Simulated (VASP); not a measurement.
# Ca8S in VASP: single point with PBE

Aim: the single point of Ca8S with PBE.

Program: VASP 6.6.1. These are calculated values, not measurements. Logs are shortened: lines on timing, memory, paths and dates and some standing lists are left out, and cuts for length are marked.

## 1. The cell of the first run

The cell holds a slab with vacuum, 9 atoms: a = 7.813 Å, b = 7.813 Å, c = 18.498 Å, α = 90.00°, β = 90.00°, γ = 120.00°.

## 2. Single point, PBE

INCAR reads:

```
SYSTEM = Ca8S
ALGO = Normal
DIPOL = 0.5 0.5 0.316
EDIFF = 1E-6
ENCUT = 520
GGA = PE
IDIPOL = 3
ISIF = 2
ISMEAR = 0
LASPH = .True.
LCHARG = .False.
LDIPOL = .True.
LREAL = .False.
LWAVE = .False.
NBANDS = 53
NELM = 80
PREC = Accurate
SIGMA = 0.1
```

KPOINTS reads:

```
k-points
0
Gamma
  6 6 1
  0 0 0
```

POSCAR reads:

```
Ca8S
1.0
    7.8132359333      0.0000000000      0.0000000000
   -3.9066179666      6.7664608040      0.0000000000
    0.0000000000      0.0000000000     18.4977494667
Ca S
8 1
Direct
    0.3333333333      0.1666666667      0.2162425222
    0.3333333333      0.6666666666      0.2162425222
    0.8333333333      0.1666666667      0.2162425222
    0.8333333333      0.6666666667      0.2162425222
    0.1666666667      0.3333333333      0.3783027486
    0.1666666667      0.8333333334      0.3783027486
    0.6666666667      0.3333333333      0.3783027486
    0.6666666667      0.8333333333      0.3783027486
    0.1666666667      0.5833333333      0.4665802498
```

Potentials or basis: VASP PAW PBE potentials, release 64 (Ca_sv, S).

The run is started by

```sh
$ cat potpaw_PBE.64/Ca_sv/POTCAR potpaw_PBE.64/S/POTCAR > POTCAR
$ mpirun -np 1 vasp_std > vasp.out
```

OUTCAR:

```text
SYSTEM = Ca8S
   EDIFF = 1E-6
   ENCUT = 520
   GGA = PE
   ISIF = 2
   ISMEAR = 0
   LASPH = .True.
   LREAL = .False.
   NELM = 80
   PREC = Accurate

 ion  position               nearest neighbor table
   1  0.333  0.167  0.216-
   2  0.333  0.667  0.216-
   3  0.833  0.167  0.216-
   4  0.833  0.667  0.216-
   5  0.167  0.333  0.378-   9 2.55
   6  0.167  0.833  0.378-   9 2.55
   7  0.667  0.333  0.378-
   8  0.667  0.833  0.378-
   9  0.167  0.583  0.467-   5 2.55   6 2.55

  LATTYP: Found a hexagonal cell.
 ALAT       =     7.8132359333
 C/A-ratio  =     2.3674889156

  Lattice vectors:

 A1 = (   7.8132359333,   0.0000000000,   0.0000000000)
 A2 = (  -3.9066179666,   6.7664608040,   0.0000000000)
 A3 = (   0.0000000000,   0.0000000000,  18.4977494667)

Analysis of symmetry for initial positions (statically):
=====================================================================
 Subroutine PRICEL returns:
 Original cell was already a primitive cell.

 Routine SETGRP: Setting up the symmetry group for a
 hexagonal supercell.

 Subroutine GETGRP returns: Found  2 space group operations
 (whereof  2 operations were pure point group operations)
 out of a pool of 24 trial point group operations.

The static configuration has the point symmetry C_1h.

Analysis of symmetry for dynamics (positions and initial velocities):
=====================================================================
 Subroutine PRICEL returns:
 Original cell was already a primitive cell.

 Routine SETGRP: Setting up the symmetry group for a
 hexagonal supercell.

 Subroutine GETGRP returns: Found  2 space group operations
 (whereof  2 operations were pure point group operations)
 out of a pool of 24 trial point group operations.

The dynamic configuration has the point symmetry C_1h.

 Subroutine INISYM returns: Found  2 space group operations
 (whereof  2 operations are pure point group operations),
 and found     1 'primitive' translations

----------------------------------------------------------------------------------------

                                     Primitive cell

[... 98 lines left out ...]
   ISIF   =      2    stress and relaxation
   ISYM   =      2    0-nonsym 1-usesym 2-fastsym
   POTIM  = 0.5000    time-step for ionic-motion
   TEBEG  =    0.0;   TEEND  =   0.0 temperature during run
   PSTRESS=    0.0 pullay stress
   NELECT =      86.0000    total number of electrons
   NUPDOWN=      -1.0000    fix difference up-down
   EMIN   =  10.00;   EMAX   =-10.00  energy-range for DOS
   EFERMI =   0.00;   METHOD = LEGACY
   ISMEAR =     0;   SIGMA  =   0.10  broadening in eV -4-tet -1-fermi 0-gaus
   EFERMI_NEDOS =   21; number of points for ismear=-14 and -15
   IALGO  =     38    algorithm
   IMIX   =      4    mixing-type and parameters
     AMIX     =   0.40;   BMIX     =  1.00
     AMIX_MAG =   1.60;   BMIX_MAG =  1.00
  volume/ion in A,a.u.               =     108.66       733.27
  Fermi-wavevector in a.u.,A,eV,Ry     =   0.728010  1.375739  7.211063  0.529998
  Thomas-Fermi vector in A             =   1.819376
   LORBIT       =      0    0 simple, 1 ext, 2 COOP (PROOUT), +10 PAW based schemes
   GGA     = PE    functional components
   LHFCALC =     F    Hartree Fock is set to
   AEXX    =    0.0000 exact exchange contribution
   IVDW    =     0    specifies the selected vdW correction
   LEPSILON=     F    determine dielectric tensor
   LRPA    =     F    only Hartree local field effects (RPA)
 non-spin polarized calculation
 Gauss-broadening in eV      SIGMA  =   0.10
  energy-cutoff  :      520.00
  volume of cell :      977.94
 maximum number of plane-waves:     26463
 NGX is ok and might be reduce to    60
   NGX = 29   NGY = 29   NGZ = 69

 number of electron      85.9999985 magnetization

 dipolmoment           0.000000      0.000000      0.308015 electrons x Angstroem

 Free energy of the ion-electron system (eV)
  ---------------------------------------------------
  ext. energy  EPLUGINS =         0.00000000
  ---------------------------------------------------
  free energy    TOTEN  =       -19.32538601 eV

  energy without entropy =      -19.29098987  energy(sigma->0) =      -19.30818794

 E-fermi :  -1.2394     XC(G=0):  -3.5775

 val. band max:       -1.2817377812   @ k =  -0.1667   0.3333   0.0000
 cond. band min:      -1.1740375834   @ k =   0.1667   0.1667   0.0000
 fundamental gap:      0.1077001978
 Fermi energy:        -1.2394320011

 k-point     1 :       0.0000    0.0000    0.0000
  band No.  band energies     occupation
      1     -43.7285      2.00000
      2     -43.7139      2.00000
      3     -43.6305      2.00000
      4     -43.5642      2.00000
      5     -43.5267      2.00000
      6     -43.5227      2.00000
[... 717 lines left out ...]
     52      -0.2067      0.00000
     53      -0.1781      0.00000

------------------------ aborting loop because EDIFF is reached ----------------------------------------

 vacuum level on the upper side and lower side of the slab       (xc-potential included)         0.413        -0.668

  FORCE on cell =-STRESS in cart. coord.  units (eV):
  Direction    XX          YY          ZZ          XY          YZ          ZX
  --------------------------------------------------------------------------------------
  -------------------------------------------------------------------------------------
  Total       -0.2681664      1.6594038      1.4983160     -1.6693247      0.1124299      0.1947342
  in kB       -0.4393428      2.7186373      2.4547236     -2.7348909      0.1841963      0.3190373
  external PRESSURE =       1.5780060 kB  Pullay stress =       0.0000000 kB

 VOLUME and BASIS-vectors are now :
 -----------------------------------------------------------------------------
  energy-cutoff  :      520.00
  volume of cell :      977.94
      direct lattice vectors                 reciprocal lattice vectors
     7.813235933  0.000000000  0.000000000     0.127987944  0.073893874  0.000000000
    -3.906617967  6.766460804  0.000000000     0.000000000  0.147787747  0.000000000
     0.000000000  0.000000000 18.497749467     0.000000000  0.000000000  0.054060631

 POSITION                                       TOTAL-FORCE (eV/Angst)
 -----------------------------------------------------------------------------------
      1.95331      1.12774      4.00000         0.042136      0.024327     -0.083310
      0.00000      4.51097      4.00000         0.039843      0.023004     -0.228426
      5.85993      1.12774      4.00000        -0.039885     -0.058028     -0.094035
      3.90662      4.51097      4.00000        -0.070196     -0.005527     -0.094035
      0.00000      2.25549      6.99775         0.018203     -0.128127      0.040725
     -1.95331      5.63872      6.99775        -0.101860      0.079828      0.040725
      3.90662      2.25549      6.99775         0.421335      0.243258      0.181398
      1.95331      5.63872      6.99775        -0.377299     -0.217834      0.198815
     -0.97665      3.94710      8.63068         0.067722      0.039100      0.038141
 -----------------------------------------------------------------------------------
    total drift:                                0.000013      0.000008     -0.000208

  FREE ENERGIE OF THE ION-ELECTRON SYSTEM (eV)
  ---------------------------------------------------
  free  energy   TOTEN  =       -19.3253860067 eV

  energy  without entropy=      -19.2909898690  energy(sigma->0) =      -19.30818794

 vacuum level on the upper side and lower side of the slab         2.553         1.437
```

OSZICAR:

```text
N       E                     dE             d eps       ncg     rms          rms(c)
DAV:   1     0.655255334569E+03    0.65526E+03   -0.40513E+04  1834   0.125E+03
DAV:   2     0.397144374735E+02   -0.61554E+03   -0.60674E+03  1547   0.362E+02
DAV:   3    -0.137064697508E+02   -0.53421E+02   -0.52943E+02  1984   0.650E+01
[... 17 lines left out ...]
DAV:  21    -0.193253608421E+02   -0.40529E-04   -0.15997E-06  1116   0.491E-03    0.215E-03
DAV:  22    -0.193253738360E+02   -0.12994E-04   -0.39076E-07  1076   0.197E-03    0.871E-04
DAV:  23    -0.193253843803E+02   -0.10544E-04   -0.91528E-07  1098   0.174E-03    0.379E-04
DAV:  24    -0.193253858363E+02   -0.14560E-05   -0.13962E-07  1004   0.932E-04    0.259E-04
DAV:  25    -0.193253860067E+02   -0.17043E-06   -0.48188E-08  1015   0.759E-04
   1 F= -.19325386E+02 E0= -.19308188E+02  d E =-.343961E-01
```

stdout:

```text
POSCAR found type information on POSCAR CaS
 POSCAR found :  2 types and       9 ions
 scaLAPACK will be used
 LDA part: xc-table for (Slater+PW92), standard interpolation
 POSCAR, INCAR and KPOINTS ok, starting setup
 FFT: planning ... GRIDC
 FFT: planning ... GRID_SOFT
 FFT: planning ... GRID
 WAVECAR not read
 entering main loop
```

It took 43 min on 1 thread of Intel Xeon Platinum 8259CL at 2.50GHz (Skylake/Cascade Lake), shared host; peak memory 1.2 GiB.

What came out:

```yaml
Free_energy: -19.3254 eV
Largest_force: 0.519 eV/Å
Band_gap_on_the_k_mesh: zero (bands 43 and 44 overlap by 0.61 eV)
```

Forces in eV/Å, atoms in the order of the input:
```
Ca   0.042  0.024 -0.083
Ca   0.040  0.023 -0.228
Ca  -0.040 -0.058 -0.094
Ca  -0.070 -0.006 -0.094
Ca   0.018 -0.128  0.041
Ca  -0.102  0.080  0.041
Ca   0.421  0.243  0.181
Ca  -0.377 -0.218  0.199
S    0.068  0.039  0.038
```

Levels at points of the mesh, in eV from the Fermi level:
```tsv
k point	band 40	band 41	band 42	band 43	band 44	band 45	band 46	band 47
(0.00, 0.00, 0.00)	-0.71	-0.66	-0.51	-0.43	-0.36	0.25	0.34	0.35
(0.50, 0.00, 0.00)	-1.04	-0.95	-0.62	0.24	0.32	0.38	0.41	0.53
(0.00, 0.50, 0.00)	-1.02	-0.94	-0.69	0.25	0.29	0.40	0.46	0.49
```
